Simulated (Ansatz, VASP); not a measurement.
## One calculation of Lu, two programs

```
CELL_PARAMETERS angstrom
3.67427 0.00000 0.00000
-1.83713 3.18201 0.00000
0.00000 0.00000 5.71930
ATOMIC_POSITIONS crystal
Lu 0.33333 0.66667 0.25000
Lu 0.66667 0.33333 0.75000
```

Alike in both runs: task single point; functional BLYP; k mesh 17 × 17 × 10; occupations fermi-dirac, width 0.1 eV; no spin polarisation.

|  | VASP | Ansatz |
| --- | --- | --- |
| version | VASP 6.6.1 | Ansatz 0.2.0 |
| potentials or method | VASP PAW PBE potentials, release 64 (Lu), cutoff 520 eV | plane waves (420 eV) with PAW, scalar-relativistic |
| valence electrons in the cell | 50 | 50 |

```tsv
	VASP	Ansatz	Ansatz less VASP
pressure (GPa)	-4.0	-4.1	-0.11
traceless stress, the component that is largest in VASP (GPa)	0.05	0.05	+0.007
```

VASP's potentials were made for PBE, not for BLYP.

Spin-orbit coupling is off throughout.
